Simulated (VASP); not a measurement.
# PbS (Fm-3m) in VASP: a series of runs

PbS is run at these levels: PBE+D3(BJ); tasks: single point.

Everything below comes from runs of VASP 6.6.1. Logs are shortened: lines on timing, memory, paths and dates and some standing lists are left out, and cuts for length are marked.

## 1. The cell of the first run

It takes space group Fm-3m (No. 225, cubic). Conventional cell: a = 5.634 Å, b = 5.634 Å, c = 5.634 Å, α = 90.00°, β = 90.00°, γ = 90.00°. Pb (site symmetry m-3m) has 6 S at 2.82 Å within 3.7 Å. S (site symmetry m-3m) has 6 Pb at 2.82 Å within 3.7 Å.

## 2. Single point, PBE+D3(BJ) (strain -0.050 along x and y, -0.050 along z)

INCAR

```
SYSTEM = PbS
ALGO     = Normal         ! electronic algorithm
EDIFF    = 1E-7           ! SCF threshold, eV
ENCUT    = 520            ! plane-wave cutoff, eV
GGA      = PE             ! functional
ISIF     = 2              ! what is computed and relaxed
ISMEAR   = 0              ! smearing method
IVDW     = 12             ! dispersion correction
LASPH    = .TRUE.         ! aspherical terms in the spheres
LCHARG   = .TRUE.         ! write CHGCAR
LELF     = .TRUE.         ! ELF
LREAL    = .FALSE.        ! projectors in reciprocal space
LVHAR    = .TRUE.       
LWAVE    = .FALSE.        ! write WAVECAR
NBANDS   = 17             ! bands
NELM     = 60             ! most SCF steps
PREC     = Accurate       ! precision mode
SIGMA    = 0.03           ! smearing width, eV
```

KPOINTS

```
k-points
0
G
  10 10 10
  0 0 0
```

POSCAR

```
PbS
1.0
    0.0000000000      2.8167500000      2.8167500000
    2.8167500000      0.0000000000      2.8167500000
    2.8167500000      2.8167500000      0.0000000000
Pb S
1 1
Direct
    0.0000000000      0.0000000000      0.0000000000
    0.5000000000      0.5000000000      0.5000000000
```

Potentials or basis: VASP PAW PBE potentials, release 64 (Pb_d, S).

On the command line:

```sh
cat potpaw_PBE.64/Pb_d/POTCAR potpaw_PBE.64/S/POTCAR > POTCAR
mpirun -np 1 vasp_std > vasp.out
```

OUTCAR:

```text
SYSTEM = PbS
   EDIFF = 1E-7
   ENCUT = 520
   GGA = PE
   ISIF = 2
   ISMEAR = 0
   IVDW = 12
   LASPH = .TRUE.
   LREAL = .FALSE.
   NELM = 60
   PREC = Accurate
 IVDW          = 12

 ion  position               nearest neighbor table
   1  0.000  0.000  0.000-   2 2.82   2 2.82   2 2.82   2 2.82   2 2.82   2 2.82
   2  0.500  0.500  0.500-   1 2.82   1 2.82   1 2.82   1 2.82   1 2.82   1 2.82

  LATTYP: Found a face centered cubic cell.
 ALAT       =     5.6335000000

  Lattice vectors:

 A1 = (   0.0000000000,   2.8167500000,   2.8167500000)
 A2 = (   2.8167500000,   0.0000000000,   2.8167500000)
 A3 = (   2.8167500000,   2.8167500000,   0.0000000000)

Analysis of symmetry for initial positions (statically):
=====================================================================
 Subroutine PRICEL returns:
 Original cell was already a primitive cell.

 Routine SETGRP: Setting up the symmetry group for a
 face centered cubic supercell.

 Subroutine GETGRP returns: Found 48 space group operations
 (whereof 48 operations were pure point group operations)
 out of a pool of 48 trial point group operations.

The static configuration has the point symmetry O_h .

Analysis of symmetry for dynamics (positions and initial velocities):
=====================================================================
 Subroutine PRICEL returns:
 Original cell was already a primitive cell.

 Routine SETGRP: Setting up the symmetry group for a
 face centered cubic supercell.

 Subroutine GETGRP returns: Found 48 space group operations
 (whereof 48 operations were pure point group operations)
 out of a pool of 48 trial point group operations.

The dynamic configuration has the point symmetry O_h .

 Subroutine INISYM returns: Found 48 space group operations
 (whereof 48 operations are pure point group operations),
 and found     1 'primitive' translations

----------------------------------------------------------------------------------------

                                     Primitive cell

  volume of cell :      44.6966

  direct lattice vectors                    reciprocal lattice vectors
     0.000000000  2.816750000  2.816750000    -0.177509541  0.177509541  0.177509541
     2.816750000  0.000000000  2.816750000     0.177509541 -0.177509541  0.177509541
     2.816750000  2.816750000  0.000000000     0.177509541  0.177509541 -0.177509541

  length of vectors
     3.983486052  3.983486052  3.983486052     0.307455544  0.307455544  0.307455544

  position of ions in fractional coordinates (direct lattice)
     0.000000000  0.000000000  0.000000000
     0.500000000  0.500000000  0.500000000

  ion indices of the primitive-cell ions
   primitive index   ion index
                 1           1
                 2           2

----------------------------------------------------------------------------------------

 KPOINTS: k-points

Automatic generation of k-mesh.
 Grid dimensions read from file:
 generate k-points for:   10   10   10

 Generating k-lattice:

  Cartesian coordinates                     Fractional coordinates (reciprocal lattice)
    -0.017750954  0.017750954  0.017750954     0.100000000  0.000000000  0.000000000
     0.017750954 -0.017750954  0.017750954     0.000000000  0.100000000  0.000000000
     0.017750954  0.017750954 -0.017750954     0.000000000  0.000000000  0.100000000

  Length of vectors
     0.030745554  0.030745554  0.030745554

  Shift w.r.t. Gamma in fractional coordinates (k-lattice)
     0.000000000  0.000000000  0.000000000

 Subroutine IBZKPT returns following result:
 ===========================================

 Found     47 irreducible k-points:

 Following reciprocal coordinates:
            Coordinates               Weight
  0.000000  0.000000  0.000000      1.000000
  0.100000  0.000000  0.000000      8.000000
  0.200000  0.000000  0.000000      8.000000
  0.300000  0.000000  0.000000      8.000000
  0.400000  0.000000  0.000000      8.000000
  0.500000  0.000000  0.000000      4.000000
[... 16 lines left out ...]
  0.300000  0.300000  0.000000      6.000000
  0.400000  0.300000  0.000000     24.000000
 [... further k-points ...]
   k-points           NKPTS =     47   k-points in BZ     NKDIM =     47   number of bands    NBANDS=     17
   number of dos      NEDOS =    301   number of ions     NIONS =      2
   total plane-waves  NPLWV =  27000
   dimension x,y,z NGX =    30 NGY =   30 NGZ =   30
   dimension x,y,z NGXF=    60 NGYF=   60 NGZF=   60
   ions per type =               1   1
   NGX,Y,Z   is equivalent  to a cutoff of  12.52, 12.52, 12.52 a.u.
   NGXF,Y,Z  is equivalent  to a cutoff of  25.04, 25.04, 25.04 a.u.
 SYSTEM =  PbS
   PREC   = accura    normal or accurate (medium, high low for compatibility)
   ISTART =      0    job   : 0-new  1-cont  2-samecut
   ICHARG =      2    charge: 1-file 2-atom 10-const
   ISPIN  =      1    spin polarized calculation?
   LNONCOLLINEAR =      F non collinear calculations
   LSORBIT =      F    spin-orbit coupling
   LASPH  =      T    aspherical Exc in radial PAW
   ENCUT  =  520.0 eV  38.22 Ry    6.18 a.u.   7.41  7.41  7.41*2*pi/ulx,y,z
   NELM   =     60;   NELMIN=  2; NELMDL= -5     # of ELM steps
   EDIFF  = 0.1E-06   stopping-criterion for ELM
   LREAL  =      F    real-space projection
   EDIFFG = 0.1E-05   stopping-criterion for IOM
   NSW    =      0    number of steps for IOM
   IBRION =     -1    ionic relax: 0-MD 1-quasi-New 2-CG
   NFREE  =      0    steps in history (QN), initial steepest desc. (CG)
   ISIF   =      2    stress and relaxation
   ISYM   =      2    0-nonsym 1-usesym 2-fastsym
   POTIM  = 0.5000    time-step for ionic-motion
   TEBEG  =    0.0;   TEEND  =   0.0 temperature during run
   PSTRESS=    0.0 pullay stress
   NELECT =      20.0000    total number of electrons
   NUPDOWN=      -1.0000    fix difference up-down
   EMIN   =  10.00;   EMAX   =-10.00  energy-range for DOS
   EFERMI =   0.00;   METHOD = LEGACY
   ISMEAR =     0;   SIGMA  =   0.03  broadening in eV -4-tet -1-fermi 0-gaus
   EFERMI_NEDOS =   21; number of points for ismear=-14 and -15
   IALGO  =     38    algorithm
   IMIX   =      4    mixing-type and parameters
     AMIX     =   0.40;   BMIX     =  1.00
     AMIX_MAG =   1.60;   BMIX_MAG =  1.00
  volume/ion in A,a.u.               =      22.35       150.81
  Fermi-wavevector in a.u.,A,eV,Ry     =   1.252160  2.366239 21.332642  1.567905
  Thomas-Fermi vector in A             =   2.386074
   LORBIT       =      0    0 simple, 1 ext, 2 COOP (PROOUT), +10 PAW based schemes
   GGA     = PE    functional components
   LHFCALC =     F    Hartree Fock is set to
   AEXX    =    0.0000 exact exchange contribution
   IVDW    =    12    specifies the selected vdW correction
   LEPSILON=     F    determine dielectric tensor
   LRPA    =     F    only Hartree local field effects (RPA)
 non-spin polarized calculation
 Gauss-broadening in eV      SIGMA  =   0.03
  energy-cutoff  :      520.00
  volume of cell :       44.70
 maximum number of plane-waves:      1243
 NGX is ok and might be reduce to    30
   NGX = 15   NGY = 15   NGZ = 15

 number of electron      20.0000003 magnetization

 Free energy of the ion-electron system (eV)
  ---------------------------------------------------
  ext. energy  EPLUGINS =         0.00000000
  ---------------------------------------------------
  free energy    TOTEN  =        -8.38325126 eV

  energy without entropy =       -8.38325126  energy(sigma->0) =       -8.38325126

 E-fermi :   8.1283     XC(G=0): -10.4335

 val. band max:        7.9402825102   @ k =   0.5000   0.0000   0.0000
 cond. band min:       8.2866979007   @ k =   0.5000   0.0000   0.0000
 fundamental gap:      0.3464153905
 Fermi energy:         8.1283337889

 k-point     1 :       0.0000    0.0000    0.0000
  band No.  band energies     occupation
      1      -9.1420      2.00000
      2      -9.1420      2.00000
      3      -9.1420      2.00000
      4      -9.1312      2.00000
      5      -9.1312      2.00000
      6      -7.1168      2.00000
[... 9 lines left out ...]
     16      14.3135      0.00000
     17      16.1420      0.00000

 k-point     2 :       0.1000    0.0000    0.0000
  band No.  band energies     occupation
      1      -9.1417      2.00000
      2      -9.1409      2.00000
      3      -9.1409      2.00000
      4      -9.1303      2.00000
      5      -9.1303      2.00000
      6      -7.0089      2.00000
[... 9 lines left out ...]
     16      14.6493      0.00000
     17      17.1621      0.00000

 k-point     3 :       0.2000    0.0000    0.0000
  band No.  band energies     occupation
      1      -9.1546      2.00000
      2      -9.1546      2.00000
      3      -9.1417      2.00000
      4      -9.1115      2.00000
      5      -9.1115      2.00000
      6      -6.6956      2.00000
[... 9 lines left out ...]
     16      15.2547      0.00000
     17      19.1052      0.00000

 k-point     4 :       0.3000    0.0000    0.0000
  band No.  band energies     occupation
      1      -9.1732      2.00000
      2      -9.1732      2.00000
      3      -9.1428      2.00000
      4      -9.0864      2.00000
      5      -9.0864      2.00000
      6      -6.2204      2.00000
[... 9 lines left out ...]
     16      16.1394      0.00000
     17      21.2241      0.00000

 k-point     5 :       0.4000    0.0000    0.0000
  band No.  band energies     occupation
      1      -9.1883      2.00000
      2      -9.1883      2.00000
      3      -9.1444      2.00000
      4      -9.0658      2.00000
      5      -9.0658      2.00000
      6      -5.7075      2.00000
[... 9 lines left out ...]
     16      17.1894      0.00000
     17      20.0695      0.00000

 k-point     6 :       0.5000    0.0000    0.0000
  band No.  band energies     occupation
      1      -9.1940      2.00000
      2      -9.1940      2.00000
      3      -9.1452      2.00000
      4      -9.0579      2.00000
      5      -9.0579      2.00000
      6      -5.4528      2.00000
[... 9 lines left out ...]
     16      17.8252      0.00000
     17      18.9279      0.00000

 k-point     7 :       0.1000    0.1000    0.0000
  band No.  band energies     occupation
      1      -9.1476      2.00000
      2      -9.1467      2.00000
      3      -9.1322      2.00000
      4      -9.1322      2.00000
      5      -9.1268      2.00000
      6      -6.9696      2.00000
[... 9 lines left out ...]
     16      15.4688      0.00000
     17      17.1975      0.00000

 k-point     8 :       0.2000    0.1000    0.0000
  band No.  band energies     occupation
      1      -9.1703      2.00000
      2      -9.1480      2.00000
      3      -9.1370      2.00000
      4      -9.1198      2.00000
      5      -9.1085      2.00000
      6      -6.7164      2.00000
[... 9 lines left out ...]
     16      16.0201      0.00000
     17      18.2798      0.00000
[... 203 lines left out ...]
      1      -9.2873      2.00000
      2      -9.1541      2.00000
      3      -9.1390      2.00000
      4      -9.0831      2.00000
      5      -9.0522      2.00000
      6      -5.2082      2.00000
[... 9 lines left out ...]
     16      18.6217      0.00000
     17      19.1686      0.00000

 k-point    20 :      -0.4000    0.2000    0.0000
  band No.  band energies     occupation
      1      -9.2687      2.00000
      2      -9.1660      2.00000
      3      -9.1257      2.00000
      4      -9.0873      2.00000
      5      -9.0612      2.00000
      6      -5.1459      2.00000
[... 9 lines left out ...]
     16      17.5434      0.00000
     17      20.0673      0.00000

 k-point    21 :      -0.3000    0.2000    0.0000
  band No.  band energies     occupation
      1      -9.2338      2.00000
      2      -9.1706      2.00000
      3      -9.1244      2.00000
      4      -9.0889      2.00000
      5      -9.0809      2.00000
      6      -5.5139      2.00000
[... 9 lines left out ...]
     16      18.0823      0.00000
     17      19.5335      0.00000

 k-point    22 :      -0.2000    0.2000    0.0000
  band No.  band energies     occupation
      1      -9.1941      2.00000
      2      -9.1686      2.00000
      3      -9.1335      2.00000
      4      -9.1014      2.00000
      5      -9.0887      2.00000
      6      -6.0237      2.00000
[... 9 lines left out ...]
     16      18.0068      0.00000
     17      18.4096      0.00000

 k-point    23 :       0.3000    0.3000    0.0000
  band No.  band energies     occupation
      1      -9.3248      2.00000
      2      -9.1741      2.00000
      3      -9.1011      2.00000
      4      -9.0722      2.00000
      5      -9.0722      2.00000
      6      -5.7954      2.00000
[... 9 lines left out ...]
     16      19.0832      0.00000
     17      19.0859      0.00000

 k-point    24 :       0.4000    0.3000    0.0000
  band No.  band energies     occupation
      1      -9.3691      2.00000
      2      -9.1747      2.00000
      3      -9.1052      2.00000
      4      -9.0610      2.00000
      5      -9.0535      2.00000
      6      -5.3604      2.00000
[... 9 lines left out ...]
     16      19.3335      0.00000
     17      19.7840      0.00000

 [... further k-points ...]

------------------------ aborting loop because EDIFF is reached ----------------------------------------

 Edisp (eV)   -0.81261

 E8    (eV) :    -0.3647

  FORCE on cell =-STRESS in cart. coord.  units (eV):
  Direction    XX          YY          ZZ          XY          YZ          ZX
  --------------------------------------------------------------------------------------
  -------------------------------------------------------------------------------------
  Total       3.42048     3.42048     3.42048     0.00000    -0.00000     0.00000
  in kB     122.60897   122.60897   122.60897     0.00000    -0.00000     0.00000
  external pressure =      122.61 kB  Pullay stress =        0.00 kB

 VOLUME and BASIS-vectors are now :
 -----------------------------------------------------------------------------
  energy-cutoff  :      520.00
  volume of cell :       44.70
      direct lattice vectors                 reciprocal lattice vectors
     0.000000000  2.816750000  2.816750000    -0.177509541  0.177509541  0.177509541
     2.816750000  0.000000000  2.816750000     0.177509541 -0.177509541  0.177509541
     2.816750000  2.816750000  0.000000000     0.177509541  0.177509541 -0.177509541

 POSITION                                       TOTAL-FORCE (eV/Angst)
 -----------------------------------------------------------------------------------
      0.00000      0.00000      0.00000        -0.000000     -0.000000     -0.000000
      2.81675      2.81675      2.81675         0.000000      0.000000      0.000000
 -----------------------------------------------------------------------------------
    total drift:                               -0.000000      0.000000      0.000000

  FREE ENERGIE OF THE ION-ELECTRON SYSTEM (eV)
  ---------------------------------------------------
  free  energy   TOTEN  =        -9.1958615573 eV

  energy  without entropy=       -9.1958615573  energy(sigma->0) =       -9.19586156
```

It took 60 s on 1 thread of Intel Xeon 8259CL, shared host; peak memory 0.2 GiB.

What came out:

```
Free energy                : -9.1959 eV
Pressure                   : 12.3 GPa
Band gap on the k mesh     : 0.35 eV
Dispersion energy per atom : -0.406 eV
```

Levels at points of the mesh, in eV from the valence-band top:
| k point | band 7 | band 8 | band 9 | band 10 | band 11 | band 12 | band 13 | band 14 |
| --- | --- | --- | --- | --- | --- | --- | --- | --- |
| (0.00, 0.00, 0.00) | -5.63 | -2.92 | -2.92 | -2.92 | 5.77 | 5.77 | 5.77 | 6.37 |
| (0.50, 0.00, 0.00) | -9.82 | -2.37 | -2.37 | 0.00 | 0.35 | 1.64 | 1.64 | 8.92 |
| (0.50, 0.50, 0.00) | -7.39 | -6.56 | -4.46 | -4.46 | 3.21 | 6.19 | 6.39 | 6.39 |

Caveat: the cell differs from its parent crystal (strain -0.050 along x and y, -0.050 along z); the cell stands under pressure; spin-orbit coupling is left out, which moves the levels of the heavy elements. A k mesh can miss the band edges.

## 3. Single point, PBE+D3(BJ) (strain -0.025 along x and y, -0.025 along z)

INCAR

```
SYSTEM = PbS
  ALGO = Normal
  EDIFF = 1E-6
  ENCUT = 520
  GGA = PE
  ISIF = 2
  ISMEAR = 0
  IVDW = 12
  LASPH = .True.
  LCHARG = .False.
  LREAL = .False.
  LWAVE = .False.
  NBANDS = 17
  NELM = 80
  PREC = Accurate
  SIGMA = 0.03
```

KPOINTS

```
k-points
0
Gamma
  10 10 10
  0 0 0
```

POSCAR

```
PbS
1.0
    0.0000000000      2.8908750000      2.8908750000
    2.8908750000      0.0000000000      2.8908750000
    2.8908750000      2.8908750000      0.0000000000
Pb S
1 1
Direct
    0.0000000000      0.0000000000      0.0000000000
    0.5000000000      0.5000000000      0.5000000000
```

Potentials or basis: VASP PAW PBE potentials, release 64 (Pb_d, S).

On the command line:

```sh
cat potpaw_PBE.64/Pb_d/POTCAR potpaw_PBE.64/S/POTCAR > POTCAR
mpirun -np 1 vasp_std > vasp.out
```

Run time: 59 s. Hardware: 1 thread of Intel Xeon 8259CL, shared host; peak memory 0.2 GiB.

It converged, with:

- Free energy: -9.3894 eV
- Pressure: 5.2 GPa
- Band gap on the k mesh: 0.05 eV
- Dispersion energy per atom: -0.375 eV

Levels at points of the mesh, in eV from the valence-band top:
```tsv
k point	band 7	band 8	band 9	band 10	band 11	band 12	band 13	band 14
(0.00, 0.00, 0.00)	-5.99	-2.68	-2.68	-2.68	5.34	5.34	5.34	6.41
(0.50, 0.00, 0.00)	-9.45	-2.22	-2.22	0.00	0.05	1.67	1.67	8.65
(0.50, 0.50, 0.00)	-7.44	-6.00	-4.08	-4.08	3.40	5.73	5.88	5.88
```

Caveat: the cell differs from its parent crystal (strain -0.025 along x and y, -0.025 along z); the cell stands under pressure; spin-orbit coupling is left out, which moves the levels of the heavy elements.

[end of part 1 of 2]
